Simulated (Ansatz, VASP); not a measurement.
# Two plane-wave programs on LiF

```
Li F
1.0
     0.00000    2.07076    1.90510
     2.07076    0.00000    1.90510
     2.07076    2.07076    0.00000
Li F
1 1
Direct
  0.00000 0.00000 0.00000
  0.50000 0.50000 0.50000
```

Alike in both runs: task single point; functional LDA; k mesh 12 × 12 × 12; occupations gaussian, width 0.05 eV; no spin polarisation.

|  | VASP | Ansatz |
| --- | --- | --- |
| version | VASP 6.6.1 | Ansatz 0.2.0 |
| potentials or method | VASP PAW LDA potentials, release 64 (Li_sv, F), cutoff 520 eV | scalar-relativistic, plane waves, PAW |
| valence electrons in the cell | 10 | 10 |

```csv
,VASP,Ansatz,Ansatz less VASP
gap on the k mesh at the Fermi level (eV),8.73,8.74,+0.011
least direct gap on the mesh (eV),8.73,8.74,+0.011
```

LDA's correlation is that of Perdew and Zunger in VASP and of Perdew and Wang (1992) in Ansatz.

Noted on VASP's run: the cutoff is short for stress, so the pressure is rough.
